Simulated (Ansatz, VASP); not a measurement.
# AlN: VASP beside Ansatz

INCAR

```
PREC = Accurate
ENCUT = 600
EDIFF = 1E-6
ISMEAR = 0
SIGMA = 0.023
LREAL = False
LASPH = True
NELM = 120
ALGO = Normal
ISIF = 2
LWAVE = False
LCHARG = False
GGA = PE
NBANDS = 11
GGA_COMPAT = False
```

The input KPOINTS:

```
regular mesh
0
Gamma
  10 10 10
```

Contents of POSCAR:

```
AlN
1.0
    0.0000000000      2.1839935596      2.1839935596
    2.1839935596      0.0000000000      2.1839935596
    2.1839935596      2.1839935596      0.0000000000
Al N
1 1
Direct
    0.0000000000      0.0000000000      0.0000000000
    0.2500000000      0.2500000000      0.2500000000
```

input.yaml

```yaml
crystal:
  lattice:
    - [0.0, 2.1839935596, 2.1839935596]
    - [2.1839935596, 0.0, 2.1839935596]
    - [2.1839935596, 2.1839935596, 0.0]
  atoms:
    - { symbol: Al, position: [0.0, 0.0, 0.0] }
    - { symbol: "N", position: [0.25, 0.25, 0.25] }
kpoints:
  mp_grid: { grid: [10, 10, 10] }
scf:
  occupations: { method: gaussian, width: 0.023 }
hamiltonian:
  xc: pbe
  pseudopotentials: { kind: all_electron, lapw: { basis_error: 0.001 } }
output:
  forces: true
  stress: true
  eigenvalues: true
```

Alike in both runs: task single point; functional PBE; k mesh 10 × 10 × 10; occupations gaussian, width 0.023 eV; no spin polarisation.

|  | VASP | Ansatz |
| --- | --- | --- |
| version | VASP 6.6.1 | Ansatz 0.2.0 |
| potentials or method | VASP PAW PBE potentials, release 64 (Al, N), cutoff 600 eV | all-electron LAPW, scalar-relativistic |

```csv
,VASP,Ansatz,Ansatz less VASP
gap on the k mesh at the Fermi level (eV),3.32,3.32,0.000
least direct gap on the mesh (eV),4.20,4.19,-0.004
pressure (GPa),4.5,4.8,+0.30
```

Ansatz ran all-electron here, and VASP with PAW potentials.
